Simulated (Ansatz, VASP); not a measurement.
Two plane-wave programs on Tl3As2

```
CELL_PARAMETERS angstrom
3.79615 2.19171 6.27857
-3.79615 2.19171 6.27857
0.00000 -4.38342 6.27857
ATOMIC_POSITIONS crystal
Tl 0.04121 0.45879 0.75000
Tl 0.75000 0.04121 0.45879
Tl 0.45879 0.75000 0.04121
Tl 0.95879 0.54121 0.25000
Tl 0.25000 0.95879 0.54121
Tl 0.54121 0.25000 0.95879
As 0.86051 0.86051 0.86051
As 0.63949 0.63949 0.63949
As 0.13949 0.13949 0.13949
As 0.36051 0.36051 0.36051
```

Alike in both runs: functional PBE; k mesh 3 × 3 × 3; occupations gaussian, width 0.1 eV; no spin polarisation.

Ansatz relaxed the structure, and its values are those at the end. VASP's run is a single point on that final structure, the one shown.

```csv
,VASP,Ansatz
version,VASP 6.6.1,Ansatz 0.2.0
potentials or method,"VASP PAW PBE potentials, release 64 (Tl_d, As), cutoff 520 eV","scalar-relativistic, plane waves, PAW"
valence electrons in the cell,98,138
```

```csv
,VASP,Ansatz,Ansatz less VASP
gap on the k mesh at the Fermi level (eV),none,none,-
pressure (GPa),0.1,0.1,+0.01
```

A gap of «none» marks a metal or a gap that the smearing closes. VASP's potentials hold 98 valence electrons a cell and Ansatz's 138, so a difference there can come from the potentials and not from the codes.

Spin-orbit coupling is off throughout.
